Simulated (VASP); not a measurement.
Here is a VASP 6.6.1 calculation.

The input POSCAR:

```
Ba3Ti4O12
1.0
   -4.0060000000      4.0060000000      4.0060000000
    4.0060000000     -4.0060000000      4.0060000000
    4.0060000000      4.0060000000     -4.0060000000
Ba Ti O
3 4 12
Direct
    0.0000000000      0.0000000000      0.5000000000
    0.0000000000      0.5000000000      0.0000000000
    0.5000000000      0.0000000000      0.0000000000
    0.0000000000      0.0000000000      0.0000000000
    0.5000000000      0.5000000000      0.0000000000
    0.5000000000      0.0000000000      0.5000000000
    0.0000000000      0.5000000000      0.5000000000
   -0.0087156684      0.2456421658      0.2456421658
    0.5000000000      0.7543578342      0.2456421658
    0.5000000000      0.2456421658      0.7543578342
    0.0087156684      0.7543578342      0.7543578342
    0.2456421658     -0.0087156684      0.2456421658
    0.7543578342      0.5000000000      0.2456421658
    0.7543578342      0.0087156684      0.7543578342
    0.2456421658      0.5000000000      0.7543578342
    0.2456421658      0.2456421658     -0.0087156684
    0.7543578342      0.7543578342      0.0087156684
    0.7543578342      0.2456421658      0.5000000000
    0.2456421658      0.7543578342      0.5000000000
```

INCAR.step1

```
ALGO = Normal
EDIFF = 1E-4
ENCUT = 520
GGA = PE
ISMEAR = -1
LASPH = T
LCHARG = F
LREAL = Auto
LWAVE = T
NBANDS = 90
NELECT = 152.0
NELM = 80
PREC = Accurate
SIGMA = 0.01
```

File INCAR.step2:

```
ALGO = Normal
EDIFF = 1E-8
ENCUT = 520
ISIF = 2
ISMEAR = -1
ISTART = 1
LASPH = T
LCHARG = F
LEFG = T
LMIXTAU = T
LREAL = Auto
LWAVE = F
METAGGA = R2SCAN
NBANDS = 90
NELECT = 152.0
NELM = 80
PREC = Accurate
SIGMA = 0.01
```

KPOINTS

```
k-points
0
Gamma
  3 3 3
```

Potentials or basis: VASP PAW PBE potentials, release 64 (Ba_sv, Ti_sv, O).

Command:

```bash
$ cat potpaw_PBE.64/Ba_sv/POTCAR potpaw_PBE.64/Ti_sv/POTCAR potpaw_PBE.64/O/POTCAR > POTCAR
$ cp INCAR.step1 INCAR
$ mpirun -np 1 vasp_std > vasp.out
$ cp INCAR.step2 INCAR
$ mpirun -np 1 vasp_std > vasp.out
```

Question: Predict the largest force.

Answer: 0.006 eV/Å.

Forces in eV/Å, atoms in the order of the input:
```
Ba   0.000  0.000  0.000
Ba   0.000  0.000  0.000
Ba   0.000  0.000  0.000
Ti   0.000  0.000  0.000
Ti   0.000  0.000  0.000
Ti   0.000  0.000  0.000
Ti   0.000  0.000  0.000
O    0.000  0.004  0.004
O    0.000  0.004 -0.004
O    0.000 -0.004  0.004
O    0.000 -0.004 -0.004
O    0.004  0.000  0.004
O    0.004  0.000 -0.004
O   -0.004  0.000 -0.004
O   -0.004  0.000  0.004
O    0.004  0.004  0.000
O   -0.004 -0.004  0.000
O    0.004 -0.004  0.000
O   -0.004  0.004  0.000
```

Caveat: the cell carries a net charge on a neutralising background, which shifts energy and pressure; without QUAD_EFG the Cq values of the log hold for a quadrupole moment of 1 mb, not for the nuclei; the PAW data sets were made with another functional, which shifts forces and pressure a little.
